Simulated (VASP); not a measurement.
# MgO in VASP: a series of runs, part 2 of 2

VASP 6.6.1.

### Step 5. Single point, PBE+D3(BJ)

This run uses another cell than the first one, of 33.62 Å³/atom, 1.192 times its volume.

The input, INCAR:

```
SYSTEM = MgO
PREC     = Accurate       ! precision mode
ENCUT    = 520            ! plane-wave cutoff, eV
EDIFF    = 1E-6           ! SCF threshold, eV
ISMEAR   = 0              ! smearing method
SIGMA    = 0.05           ! smearing width, eV
LREAL    = Auto         
LASPH    = .TRUE.         ! aspherical terms in the spheres
NELM     = 80             ! most SCF steps
ALGO     = Normal         ! electronic algorithm
ISIF     = 2              ! what is computed and relaxed
LWAVE    = .FALSE.        ! write WAVECAR
LCHARG   = .FALSE.        ! write CHGCAR
LDIPOL   = .TRUE.       
IDIPOL   = 3            
DIPOL    = 0.5 0.5 0.419
GGA      = PE             ! functional
IVDW     = 12             ! dispersion correction
NBANDS   = 66             ! bands
```

The input, KPOINTS:

```
regular mesh
0
G
  3 3 1
  0 0 0
```

The input, POSCAR:

```
MgO
1.0
    5.9506164706      0.0000000000      0.0000000000
   -2.9753082353      5.1533850317      0.0000000000
    0.0000000000      0.0000000000     26.3136225033
O Mg
12 12
Direct
    0.1666666667      0.3333333333      0.3040250349
    0.1666666667      0.8333333333      0.3040250349
    0.6666666667      0.3333333333      0.3040250349
    0.6666666667      0.8333333333      0.3040250349
    0.5000000000      0.5000000000      0.3963471392
    0.5000000000      0.0000000000      0.3963471392
    0.0000000000      0.5000000000      0.3963471392
    0.0000000000      0.0000000000      0.3963471392
    0.8331954132      0.6667096718      0.4902275491
    0.8332103218      0.1664853282      0.4905007836
    0.3334774793      0.6667043665      0.4903711259
    0.3333100955      0.1666721818      0.4905485648
    0.3333333333      0.1666666667      0.3501860870
    0.3333333333      0.6666666667      0.3501860870
    0.8333333333      0.1666666667      0.3501860870
    0.8333333333      0.6666666667      0.3501860870
    0.6666283933      0.3333580819      0.4388482161
    0.6666394326      0.8332715997      0.4388637346
    0.1667180726      0.3333531162      0.4388545838
    0.1666539410      0.8333353869      0.4388407423
   -0.0000741652      0.5002797520      0.5333283902
   -0.0002654971     -0.0004598798      0.5335488583
    0.5003497938      0.5003000173      0.5335573540
    0.4997951554     -0.0002649825      0.5336699049
```

Potentials or basis: VASP PAW PBE potentials, release 64 (O, Mg).

Launch:

```sh
cat potpaw_PBE.64/O/POTCAR potpaw_PBE.64/Mg/POTCAR > POTCAR
mpirun -np 1 vasp_std > vasp.out
```

OUTCAR:

```text
SYSTEM = MgO
   PREC = Accurate
   ENCUT = 520
   EDIFF = 1E-6
   ISMEAR = 0
   LREAL = Auto
   LASPH = .TRUE.
   NELM = 80
   ISIF = 2
   GGA = PE
   IVDW = 12
 IVDW          = 12

 ion  position               nearest neighbor table
   1  0.167  0.333  0.304-  13 2.10  14 2.10  15 2.10
   2  0.167  0.833  0.304-  14 2.10  13 2.10  16 2.10
   3  0.667  0.333  0.304-  15 2.10  16 2.10  13 2.10
   4  0.667  0.833  0.304-  16 2.10  15 2.10  14 2.10
   5  0.500  0.500  0.396-  17 2.05  19 2.05  18 2.05  13 2.10  16 2.10  14 2.10
   6  0.500  0.000  0.396-  20 2.05  17 2.05  18 2.05  14 2.10  15 2.10  13 2.10
   7  0.000  0.500  0.396-  20 2.05  17 2.05  19 2.05  15 2.10  14 2.10  16 2.10
   8  0.000  0.000  0.396-  20 2.05  19 2.05  18 2.05  16 2.10  13 2.10  15 2.10
   9  0.833  0.667  0.490-  21 2.06  22 2.06  23 2.06  18 2.18  17 2.19  20 2.19
  10  0.833  0.166  0.491-  21 2.06  22 2.06  24 2.06  18 2.19  17 2.19  19 2.19
  11  0.333  0.667  0.490-  21 2.06  23 2.06  24 2.06  18 2.19  19 2.19  20 2.19
  12  0.333  0.167  0.491-  22 2.06  23 2.06  24 2.06  19 2.19  17 2.19  20 2.19
  13  0.333  0.167  0.350-   1 2.10   2 2.10   3 2.10   5 2.10   8 2.10   6 2.10  20 2.90  17 2.90
                            19 2.90  16 2.98  14 2.98  14 2.98  16 2.98  15 2.98  15 2.98
  14  0.333  0.667  0.350-   2 2.10   1 2.10   4 2.10   6 2.10   7 2.10   5 2.10  20 2.90  19 2.90
[... 559 lines left out ...]

 vacuum level on the upper side and lower side of the slab       (xc-potential included)        -2.826         2.542

 Edisp (eV)   -4.99469

 E8    (eV) :    -2.0386

  FORCE on cell =-STRESS in cart. coord.  units (eV):
  Direction    XX          YY          ZZ          XY          YZ          ZX
  --------------------------------------------------------------------------------------
  -------------------------------------------------------------------------------------
  Total       2.44667     2.44436     0.09338     0.00001     0.00258     0.00406
  in kB       4.85793     4.85334     0.18540     0.00002     0.00513     0.00807
  external pressure =        3.30 kB  Pullay stress =        0.00 kB

 VOLUME and BASIS-vectors are now :
 -----------------------------------------------------------------------------
  energy-cutoff  :      520.00
  volume of cell :      806.93
      direct lattice vectors                 reciprocal lattice vectors
     5.950616471  0.000000000  0.000000000     0.168049816  0.097023606  0.000000000
    -2.975308235  5.153385032  0.000000000     0.000000000  0.194047212  0.000000000
     0.000000000  0.000000000 26.313622503     0.000000000  0.000000000  0.038003129

 POSITION                                       TOTAL-FORCE (eV/Angst)
 -----------------------------------------------------------------------------------
      0.00000      1.71780      8.00000        -0.000004      0.000076      1.301859
     -1.48765      4.29449      8.00000         0.000110     -0.000042      1.303045
      2.97531      1.71780      8.00000         0.000166      0.000039      1.302511
      1.48765      4.29449      8.00000         0.000048      0.000056      1.302983
      1.48765      2.57669     10.42933        -0.002653     -0.005321      1.414565
      2.97531      0.00000     10.42933        -0.000980      0.003033      1.421201
[... 16 lines left out ...]
      1.48884      2.57824     14.03983        -0.009492     -0.010087     -0.009650
     -0.00043      5.15202     14.04279         0.003352      0.007412     -0.016969
 -----------------------------------------------------------------------------------
    total drift:                               -0.001970     -0.000808     -0.043783

  FREE ENERGIE OF THE ION-ELECTRON SYSTEM (eV)
  ---------------------------------------------------
  free  energy   TOTEN  =      -126.1382786655 eV

  energy  without entropy=     -126.1039688333  energy(sigma->0) =     -126.12112375

 vacuum level on the upper side and lower side of the slab         0.735         6.210
```

OSZICAR:

```text
N       E                     dE             d eps       ncg     rms          rms(c)
DAV:   1     0.913869449723E+03    0.91387E+03   -0.37386E+04   676   0.114E+03
DAV:   2     0.464469983423E+02   -0.86742E+03   -0.82040E+03   944   0.275E+02
DAV:   3    -0.148293687547E+03   -0.19474E+03   -0.19195E+03   784   0.136E+02
[... 34 lines left out ...]
DAV:  38    -0.121143573828E+03   -0.16144E-05   -0.62110E-07   566   0.238E-03    0.230E-02
DAV:  39    -0.121143577385E+03   -0.35575E-05   -0.17999E-06   552   0.305E-03    0.202E-03
DAV:  40    -0.121143581892E+03   -0.45067E-05   -0.16108E-07   544   0.186E-03    0.115E-03
DAV:  41    -0.121143584894E+03   -0.30023E-05   -0.11455E-07   486   0.849E-04    0.554E-03
DAV:  42    -0.121143585485E+03   -0.59064E-06   -0.16592E-07   540   0.887E-04
   1 F= -.12613828E+03 E0= -.12612112E+03  d E =-.343098E-01
```

stdout:

```text
POSCAR found type information on POSCAR O Mg
 POSCAR found :  2 types and      24 ions
 scaLAPACK will be used
 LDA part: xc-table for (Slater+PW92), standard interpolation
 POSCAR, INCAR and KPOINTS ok, starting setup
 FFT: planning ... GRIDC
 FFT: planning ... GRID_SOFT
 FFT: planning ... GRID
 WAVECAR not read
 entering main loop
```

It took 32 min on 1 thread of AMD EPYC 7R13, shared host; peak memory 0.92 GiB.

What came out:

```
Free energy                : -126.1383 eV
Largest force              : 2.725 eV/Å
Band gap on the k mesh     : zero (band 48 reaches -3.31 eV, above the bottom of band 49 at -3.80 eV)
Dispersion energy per atom : -0.208 eV
```

Forces on the atoms (eV/Å):
```
O    0.000  0.000  1.302
O    0.000  0.000  1.303
O    0.000  0.000  1.303
O    0.000  0.000  1.303
O   -0.003 -0.005  1.415
O   -0.001  0.003  1.421
O    0.002 -0.004  1.419
O    0.001  0.006  1.419
O    0.008 -0.003 -0.012
O   -0.001  0.005 -0.042
O   -0.008 -0.002 -0.027
O    0.000 -0.001 -0.042
Mg   0.000  0.001 -2.725
Mg   0.001 -0.001 -2.724
Mg   0.001  0.000 -2.723
Mg  -0.001  0.000 -2.724
Mg  -0.001 -0.006  0.040
Mg  -0.002  0.005  0.037
Mg   0.001 -0.003  0.041
Mg   0.002  0.005  0.037
Mg   0.008 -0.011  0.012
Mg  -0.001  0.015 -0.006
Mg  -0.009 -0.010 -0.010
Mg   0.003  0.007 -0.017
```

Caveat: the k points lie up to 0.41 Å⁻¹ apart.

### Step 6. Summary

```csv
cell,gap on the mesh (eV),largest force (eV/Å)
"a = 5.951, b = 5.951, c = 22.073 Å, angles 90.0, 90.0, 120.0°, 24 atoms",none,2.72
"a = 5.951, b = 5.951, c = 24.073 Å, angles 90.0, 90.0, 120.0°, 24 atoms",none,2.85
"a = 5.951, b = 5.951, c = 26.314 Å, angles 90.0, 90.0, 120.0°, 24 atoms",none,2.72
```

Alike in all rows: task single point; level PBE+D3(BJ); potentials or basis VASP PAW PBE potentials, release 64 (O, Mg); no spin polarisation; k mesh 3 × 3 × 1; cutoff (eV) 520; smearing gaussian 0.05 eV.

Caveats: all runs use coarse meshes.

Total energies depend on the potentials used, so only differences within one code and one set of settings carry meaning.
